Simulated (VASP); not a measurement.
# AgCl (F-43m) in VASP: a series of runs

Aim: see how the results for AgCl move with the level of theory and the settings. Levels: r2SCAN, HSE06. Tasks: single point.

All numbers are computed with VASP 6.6.1; they aren't measurements. Logs are shortened: lines on timing, memory, paths and dates and some standing lists are left out, and cuts for length are marked.

**1. The cell of the first run**

Symmetry: F-43m, No. 216, cubic system. The conventional cell has a = 5.986 Å, b = 5.986 Å, c = 5.986 Å, α = 90.00°, β = 90.00°, γ = 90.00°. Within 3.4 Å of Ag (site symmetry -43m) lie 4 Cl at 2.59 Å. Cl (site symmetry -43m) has 4 Ag at 2.59 Å within 3.4 Å.

**2. Single point, r2SCAN**

File POSCAR:

```
AgCl
1.0
    0.0000000000      2.9932461729      2.9932461729
    2.9932461729      0.0000000000      2.9932461729
    2.9932461729      2.9932461729      0.0000000000
Ag Cl
1 1
Direct
    0.0000000000      0.0000000000      0.0000000000
    0.2500000000      0.2500000000      0.2500000000
```

File INCAR.step1:

```
SYSTEM = AgCl
ALGO = Normal ; EDIFF = 1E-4
ENCUT = 520 ; GGA = PE
ISMEAR = 0 ; LASPH = .TRUE.
LCHARG = .FALSE. ; LREAL = .FALSE.
LWAVE = .TRUE. ; NBANDS = 16
NELM = 80 ; PREC = Accurate
SIGMA = 0.01
```

File INCAR.step2:

```
SYSTEM = AgCl
ALGO = Normal ; EDIFF = 1E-7
ENCUT = 520 ; ISIF = 2
ISMEAR = 0 ; ISTART = 1
LASPH = .TRUE. ; LCHARG = .FALSE.
LMIXTAU = .TRUE. ; LREAL = .FALSE.
LWAVE = .FALSE. ; METAGGA = R2SCAN
NBANDS = 16 ; NELM = 80
PREC = Accurate ; SIGMA = 0.01
```

File KPOINTS:

```
k-points
0
G
  6 6 6
  0 0 0
```

Potentials or basis: VASP PAW PBE potentials, release 64 (Ag, Cl).

Command:

```console
> cat potpaw_PBE.64/Ag/POTCAR potpaw_PBE.64/Cl/POTCAR > POTCAR
> cp INCAR.step1 INCAR
> mpirun -np 1 vasp_std > vasp.out
> cp INCAR.step2 INCAR
> mpirun -np 1 vasp_std > vasp.out
```

OUTCAR:

```text
SYSTEM = AgCl
   EDIFF = 1E-7
   ENCUT = 520
   ISIF = 2
   ISMEAR = 0
   ISTART = 1
   LASPH = .TRUE.
   LREAL = .FALSE.
   METAGGA = R2SCAN
   NELM = 80
   PREC = Accurate

 ion  position               nearest neighbor table
   1  0.000  0.000  0.000-   2 2.59   2 2.59   2 2.59   2 2.59
   2  0.250  0.250  0.250-   1 2.59   1 2.59   1 2.59   1 2.59

  LATTYP: Found a face centered cubic cell.
 ALAT       =     5.9864923458

  Lattice vectors:

 A1 = (   0.0000000000,   2.9932461729,   2.9932461729)
 A2 = (   2.9932461729,   0.0000000000,   2.9932461729)
 A3 = (   2.9932461729,   2.9932461729,   0.0000000000)

Analysis of symmetry for initial positions (statically):
=====================================================================
 Subroutine PRICEL returns:
 Original cell was already a primitive cell.

 Routine SETGRP: Setting up the symmetry group for a
 face centered cubic supercell.

 Subroutine GETGRP returns: Found 24 space group operations
 (whereof 24 operations were pure point group operations)
 out of a pool of 48 trial point group operations.

The static configuration has the point symmetry T_d .

Analysis of symmetry for dynamics (positions and initial velocities):
=====================================================================
 Subroutine PRICEL returns:
 Original cell was already a primitive cell.

 Routine SETGRP: Setting up the symmetry group for a
 face centered cubic supercell.

 Subroutine GETGRP returns: Found 24 space group operations
 (whereof 24 operations were pure point group operations)
 out of a pool of 48 trial point group operations.

The dynamic configuration has the point symmetry T_d .

 Subroutine INISYM returns: Found 24 space group operations
 (whereof 24 operations are pure point group operations),
 and found     1 'primitive' translations

----------------------------------------------------------------------------------------

                                     Primitive cell

  volume of cell :      53.6361

  direct lattice vectors                    reciprocal lattice vectors
     0.000000000  2.993246173  2.993246173    -0.167042726  0.167042726  0.167042726
     2.993246173  0.000000000  2.993246173     0.167042726 -0.167042726  0.167042726
     2.993246173  2.993246173  0.000000000     0.167042726  0.167042726 -0.167042726

  length of vectors
     4.233089333  4.233089333  4.233089333     0.289326488  0.289326488  0.289326488

  position of ions in fractional coordinates (direct lattice)
     0.000000000  0.000000000  0.000000000
     0.250000000  0.250000000  0.250000000

  ion indices of the primitive-cell ions
   primitive index   ion index
                 1           1
                 2           2

----------------------------------------------------------------------------------------

 KPOINTS: k-points

Automatic generation of k-mesh.
 Grid dimensions read from file:
 generate k-points for:    6    6    6

 Generating k-lattice:

  Cartesian coordinates                     Fractional coordinates (reciprocal lattice)
    -0.027840454  0.027840454  0.027840454     0.166666667  0.000000000  0.000000000
     0.027840454 -0.027840454  0.027840454     0.000000000  0.166666667  0.000000000
     0.027840454  0.027840454 -0.027840454     0.000000000  0.000000000  0.166666667

  Length of vectors
     0.048221081  0.048221081  0.048221081

  Shift w.r.t. Gamma in fractional coordinates (k-lattice)
     0.000000000  0.000000000  0.000000000

 Subroutine IBZKPT returns following result:
 ===========================================

 Found     16 irreducible k-points:

 Following reciprocal coordinates:
            Coordinates               Weight
  0.000000  0.000000  0.000000      1.000000
  0.166667  0.000000  0.000000      8.000000
  0.333333  0.000000  0.000000      8.000000
  0.500000  0.000000  0.000000      4.000000
  0.166667  0.166667  0.000000      6.000000
  0.333333  0.166667  0.000000     24.000000
[... 8 lines left out ...]
 -0.333333  0.333333  0.166667     24.000000
 -0.333333  0.500000  0.166667     12.000000
   k-points           NKPTS =     16   k-points in BZ     NKDIM =     16   number of bands    NBANDS=     16
   number of dos      NEDOS =    301   number of ions     NIONS =      2
   total plane-waves  NPLWV =  32768
   dimension x,y,z NGX =    32 NGY =   32 NGZ =   32
   dimension x,y,z NGXF=    64 NGYF=   64 NGZF=   64
   ions per type =               1   1
   NGX,Y,Z   is equivalent  to a cutoff of  12.57, 12.57, 12.57 a.u.
   NGXF,Y,Z  is equivalent  to a cutoff of  25.13, 25.13, 25.13 a.u.
 SYSTEM =  AgCl
   PREC   = accura    normal or accurate (medium, high low for compatibility)
   ISTART =      1    job   : 0-new  1-cont  2-samecut
   ICHARG =      0    charge: 1-file 2-atom 10-const
   ISPIN  =      1    spin polarized calculation?
   LNONCOLLINEAR =      F non collinear calculations
   LSORBIT =      F    spin-orbit coupling
   LASPH  =      T    aspherical Exc in radial PAW
   ENCUT  =  520.0 eV  38.22 Ry    6.18 a.u.   7.87  7.87  7.87*2*pi/ulx,y,z
   NELM   =     80;   NELMIN=  2; NELMDL=  0     # of ELM steps
   EDIFF  = 0.1E-06   stopping-criterion for ELM
   LREAL  =      F    real-space projection
   EDIFFG = 0.1E-05   stopping-criterion for IOM
   NSW    =      0    number of steps for IOM
   IBRION =     -1    ionic relax: 0-MD 1-quasi-New 2-CG
   NFREE  =      0    steps in history (QN), initial steepest desc. (CG)
   ISIF   =      2    stress and relaxation
   ISYM   =      2    0-nonsym 1-usesym 2-fastsym
   POTIM  = 0.5000    time-step for ionic-motion
   TEBEG  =    0.0;   TEEND  =   0.0 temperature during run
   PSTRESS=    0.0 pullay stress
   NELECT =      18.0000    total number of electrons
   NUPDOWN=      -1.0000    fix difference up-down
   EMIN   =  10.00;   EMAX   =-10.00  energy-range for DOS
   EFERMI =   0.00;   METHOD = LEGACY
   ISMEAR =     0;   SIGMA  =   0.01  broadening in eV -4-tet -1-fermi 0-gaus
   EFERMI_NEDOS =   21; number of points for ismear=-14 and -15
   IALGO  =     38    algorithm
   IMIX   =      4    mixing-type and parameters
     AMIX     =   0.40;   BMIX     =  1.00
     AMIX_MAG =   1.60;   BMIX_MAG =  1.00
  volume/ion in A,a.u.               =      26.82       180.98
  Fermi-wavevector in a.u.,A,eV,Ry     =   1.137662  2.149869 17.609676  1.294275
  Thomas-Fermi vector in A             =   2.274367
   LORBIT       =      0    0 simple, 1 ext, 2 COOP (PROOUT), +10 PAW based schemes
   METAGGA = R2SCAN    functional components
   LHFCALC =     F    Hartree Fock is set to
   AEXX    =    0.0000 exact exchange contribution
   IVDW    =     0    specifies the selected vdW correction
   LEPSILON=     F    determine dielectric tensor
   LRPA    =     F    only Hartree local field effects (RPA)
 non-spin polarized calculation
 Gauss-broadening in eV      SIGMA  =   0.01
  energy-cutoff  :      520.00
  volume of cell :       53.64
 maximum number of plane-waves:      1464
   NGX = 15   NGY = 15   NGZ = 15

 number of electron      17.9999995 magnetization

 Free energy of the ion-electron system (eV)
  ---------------------------------------------------
  ext. energy  EPLUGINS =         0.00000000
  ---------------------------------------------------
  free energy    TOTEN  =       -28.54384438 eV

  energy without entropy =      -28.54384438  energy(sigma->0) =      -28.54384438

 E-fermi :   1.5544     XC(G=0):  -9.1053

 val. band max:        1.4719303334   @ k =   0.0000   0.0000   0.0000
 cond. band min:       3.0714017412   @ k =   0.0000   0.0000   0.0000
 fundamental gap:      1.5994714079
 Fermi energy:         1.5544440712

 k-point     1 :       0.0000    0.0000    0.0000
  band No.  band energies     occupation
      1     -14.0604      2.00000
      2      -2.7491      2.00000
      3      -2.7491      2.00000
      4      -2.7491      2.00000
      5      -0.6560      2.00000
      6      -0.6560      2.00000
[... 8 lines left out ...]
     15      14.6697      0.00000
     16      14.6697      0.00000

 k-point     2 :       0.1667    0.0000    0.0000
  band No.  band energies     occupation
      1     -14.0166      2.00000
      2      -2.8103      2.00000
      3      -2.6967      2.00000
      4      -2.6967      2.00000
      5      -0.6614      2.00000
      6      -0.6614      2.00000
[... 8 lines left out ...]
     15      13.8607      0.00000
     16      14.6594      0.00000

 k-point     3 :       0.3333    0.0000    0.0000
  band No.  band energies     occupation
      1     -13.9277      2.00000
      2      -2.8453      2.00000
      3      -2.5962      2.00000
      4      -2.5962      2.00000
      5      -0.6330      2.00000
      6      -0.6330      2.00000
[... 8 lines left out ...]
     15      14.1716      0.00000
     16      14.1716      0.00000

 k-point     4 :       0.5000    0.0000    0.0000
  band No.  band energies     occupation
      1     -13.8826      2.00000
      2      -2.8053      2.00000
      3      -2.5493      2.00000
      4      -2.5493      2.00000
      5      -0.5898      2.00000
      6      -0.5898      2.00000
[... 8 lines left out ...]
     15      15.5003      0.00000
     16      15.5003      0.00000
[... 172 lines left out ...]
 k-point    14 :       0.5000    0.3333    0.1667
  band No.  band energies     occupation
      1     -13.8695      2.00000
      2      -2.8618      2.00000
      3      -2.5184      2.00000
      4      -2.3991      2.00000
      5      -0.6881      2.00000
      6      -0.5867      2.00000
[... 8 lines left out ...]
     15      15.5891      0.00000
     16      15.7765      0.00000

 k-point    15 :      -0.3333    0.3333    0.1667
  band No.  band energies     occupation
      1     -13.8400      2.00000
      2      -2.7172      2.00000
      3      -2.5772      2.00000
      4      -2.3118      2.00000
      5      -0.7323      2.00000
      6      -0.5767      2.00000
[... 8 lines left out ...]
     15      14.9310      0.00000
     16      15.9968      0.00000

 k-point    16 :      -0.3333    0.5000    0.1667
  band No.  band energies     occupation
      1     -13.8256      2.00000
      2      -2.8786      2.00000
      3      -2.4092      2.00000
      4      -2.2145      2.00000
      5      -0.6589      2.00000
      6      -0.4745      2.00000
[... 8 lines left out ...]
     15      15.6113      0.00000
     16      15.6795      0.00000

------------------------ aborting loop because EDIFF is reached ----------------------------------------

  FORCE on cell =-STRESS in cart. coord.  units (eV):
  Direction    XX          YY          ZZ          XY          YZ          ZX
  --------------------------------------------------------------------------------------
  -------------------------------------------------------------------------------------
  Total       -0.0257356     -0.0257356     -0.0257356      0.0000000      0.0000000      0.0000000
  in kB       -0.7687535     -0.7687535     -0.7687535      0.0000000      0.0000000      0.0000000
  external PRESSURE =      -0.7687535 kB  Pullay stress =       0.0000000 kB

 VOLUME and BASIS-vectors are now :
 -----------------------------------------------------------------------------
  energy-cutoff  :      520.00
  volume of cell :       53.64
      direct lattice vectors                 reciprocal lattice vectors
     0.000000000  2.993246173  2.993246173    -0.167042726  0.167042726  0.167042726
     2.993246173  0.000000000  2.993246173     0.167042726 -0.167042726  0.167042726
     2.993246173  2.993246173  0.000000000     0.167042726  0.167042726 -0.167042726

 POSITION                                       TOTAL-FORCE (eV/Angst)
 -----------------------------------------------------------------------------------
      0.00000      0.00000      0.00000        -0.000000      0.000000      0.000000
      1.49662      1.49662      1.49662         0.000000     -0.000000     -0.000000
 -----------------------------------------------------------------------------------
    total drift:                                0.000006      0.000006      0.000006

  FREE ENERGIE OF THE ION-ELECTRON SYSTEM (eV)
  ---------------------------------------------------
  free  energy   TOTEN  =       -28.5438443800 eV

  energy  without entropy=      -28.5438443800  energy(sigma->0) =      -28.54384438
```

Wall time 79 s (1 thread of AMD EPYC 7R43 (Zen 3), shared host); peak memory 0.15 GiB.

Results:

```
Free energy            : -28.5438 eV
Pressure               : -0.1 GPa
Band gap on the k mesh : 1.60 eV, direct
```

Caveat: the PAW data sets were made with another functional, which shifts forces and pressure a little.

**3. Single point, r2SCAN**

POSCAR is that of step 2.

File INCAR.step1:

```
PREC = Accurate ; ENCUT = 520
ISMEAR = 1 ; SIGMA = 0.001
LREAL = False ; LASPH = True
NELM = 100 ; NBANDS = 16
GGA = PE ; ALGO = Normal
EDIFF = 1E-4 ; LWAVE = True
LCHARG = False
```

File INCAR.step2:

```
PREC = Accurate ; ENCUT = 520
EDIFF = 1E-6 ; ISMEAR = 1
SIGMA = 0.001 ; LREAL = False
LASPH = True ; NELM = 100
ALGO = Normal ; ISIF = 2
LWAVE = False ; LCHARG = False
METAGGA = R2SCAN ; LMIXTAU = True
NBANDS = 16 ; ISTART = 1
```

File KPOINTS:

```
regular mesh
0
Gamma
  6 6 6
```

Potentials or basis: VASP PAW PBE potentials, release 64 (Ag, Cl).

Command:

```console
> cat potpaw_PBE.64/Ag/POTCAR potpaw_PBE.64/Cl/POTCAR > POTCAR
> cp INCAR.step1 INCAR
> mpirun -np 1 vasp_std > vasp.out
> cp INCAR.step2 INCAR
> mpirun -np 1 vasp_std > vasp.out
```

Run time: 55 s. Hardware: 1 thread of AMD EPYC 7R43 (Zen 3), shared host; peak memory 0.16 GiB.

The run converged. Its results:

- Free energy: -28.5438 eV
- Pressure: 0.0 GPa
- Band gap on the k mesh: 1.60 eV, direct

Levels at points of the mesh, in eV from the valence-band top:
| k point | band 5 | band 6 | band 7 | band 8 | band 9 | band 10 | band 11 | band 12 | band 13 | band 14 |
| --- | --- | --- | --- | --- | --- | --- | --- | --- | --- | --- |
| (0.00, 0.00, 0.00) | -2.13 | -2.13 | 0.00 | 0.00 | 0.00 | 1.60 | 8.67 | 8.67 | 8.67 | 13.20 |
| (0.50, 0.00, 0.00) | -2.06 | -2.06 | -1.97 | -0.58 | -0.58 | 4.21 | 6.99 | 8.95 | 8.95 | 12.21 |
| (0.50, 0.50, 0.00) | -2.08 | -1.98 | -1.70 | -1.37 | -1.37 | 5.08 | 5.96 | 8.95 | 11.33 | 11.33 |

Caveat: the PAW data sets were made with another functional, which shifts forces and pressure a little. r2SCAN opens gaps a little over a GGA but as a rule still falls short of measured ones.

**4. Single point, HSE06**

POSCAR is that of step 3.

File INCAR.step1:

```
SYSTEM = AgCl
PREC = Accurate
ENCUT = 520
EDIFF = 1E-5
ISMEAR = 0
SIGMA = 0.01
LREAL = .FALSE.
LASPH = .TRUE.
NELM = 80
ALGO = Normal
ISIF = 2
LWAVE = .TRUE.
LCHARG = .FALSE.
GGA = PE
NBANDS = 16
```

File INCAR.step2:

```
SYSTEM = AgCl
PREC = Accurate
ENCUT = 520
EDIFF = 1E-6
ISMEAR = 0
SIGMA = 0.01
LREAL = .FALSE.
LASPH = .TRUE.
NELM = 80
ALGO = Normal
ISIF = 2
LWAVE = .FALSE.
LCHARG = .FALSE.
GGA = PE
LHFCALC = .TRUE.
HFSCREEN = 0.2079
PRECFOCK = Normal
ISTART = 1
NBANDS = 16
```

File KPOINTS:

```
regular mesh
0
G
  4 4 4
  0 0 0
```

Command:

```console
> cat potpaw_PBE.64/Ag/POTCAR potpaw_PBE.64/Cl/POTCAR > POTCAR
> cp INCAR.step1 INCAR
> mpirun -np 1 vasp_std > vasp.out
> cp INCAR.step2 INCAR
> mpirun -np 1 vasp_std > vasp.out
```

Wall time 6.6 min (1 thread of AMD EPYC 7R43 (Zen 3), shared host); peak memory 0.25 GiB.

It converged, with:

- Free energy: -6.6734 eV
- Pressure: 1.0 GPa
- Band gap on the k mesh: 2.70 eV, direct

Levels at points of the mesh, in eV from the valence-band top:
```tsv
k point	band 6	band 7	band 8	band 9	band 10	band 11	band 12	band 13
(0.00, 0.00, 0.00)	-2.53	0.00	0.00	0.00	2.70	9.69	9.69	9.69
(0.50, 0.00, 0.00)	-2.47	-2.38	-0.63	-0.63	5.33	8.20	10.02	10.02
(0.50, 0.50, 0.00)	-2.39	-1.96	-1.54	-1.54	6.14	7.16	10.14	12.46
```

Caveat: the k points lie up to 0.45 Å⁻¹ apart; the PAW data sets were made with another functional, which shifts forces and pressure a little.

**5. Overview**

```csv
level,k mesh,smearing,grid for exact exchange (PRECFOCK),screening parameter,gap on the mesh (eV),pressure (GPa)
r2SCAN,6 × 6 × 6,gaussian 0.01 eV,-,-,1.60,-0.1
r2SCAN,6 × 6 × 6,methfessel-paxton 0.001 eV,-,-,1.60,0.0
HSE06,4 × 4 × 4,gaussian 0.01 eV,Normal,0.2079 1/Å,2.70,1.0
```

Alike in all rows: task single point; potentials or basis VASP PAW PBE potentials, release 64 (Ag, Cl); no spin polarisation; cell as given; cutoff (eV) 520.

Caveats: some runs use coarse meshes; the PAW data sets were made with another functional, which shifts forces and pressure a little.

Absolute energies hang on the potentials; compare differences alone.
